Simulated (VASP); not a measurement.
Write the native input for VASP 6.6.1 that does the following.

```
Task                   : single point
Functional             : PBE
Potentials or basis    : VASP PAW PBE potentials, release 64 (W_sv)
Cutoff                 : 520 eV
k mesh                 : 22 × 22 × 22
Occupations            : fermi-dirac, width 0.1 eV
Spin                   : no spin polarisation
Dipole correction      : no
Further INCAR settings : ALGO = Normal; EDIFF = 1e-06; NBANDS = 13
```

The structure of W lies in POSCAR:

```
W
1.0
    0.0000000000      1.9347869050      1.9347869050
    1.9347869050      0.0000000000      1.9347869050
    1.9347869050      1.9347869050      0.0000000000
W
1
Direct
    0.0000000000      0.0000000000      0.0000000000
```

This cell differs from its parent crystal: volume scaled by 0.88.

These files were run (other wordings do the same):

INCAR

```
ALGO = Normal ; EDIFF = 1E-6
ENCUT = 520 ; GGA = PE
ISIF = 2 ; ISMEAR = -1
LASPH = T ; LCHARG = T
LELF = T ; LREAL = F
LVHAR = T ; LWAVE = F
NBANDS = 13 ; NELM = 80
PREC = Accurate ; SIGMA = 0.1
```

KPOINTS

```
k-points
0
Gamma
  22 22 22
```

Potentials or basis: VASP PAW PBE potentials, release 64 (W_sv).

Command:

```bash
$ cat potpaw_PBE.64/W_sv/POTCAR > POTCAR
$ mpirun -np 1 vasp_std > vasp.out
```

Results of the run:

- Pressure: 47.6 GPa
- Band gap on the k mesh: zero (band 7 reaches 16.16 eV, above the bottom of band 8 at 11.55 eV)

Caveat: spin-orbit coupling is left out, which moves the levels of the heavy elements.

It took 24 s on 1 thread of Intel(R) Xeon(R) Platinum 8488C (Sapphire Rapids), with other jobs on the host, peak memory 0.17 GiB.
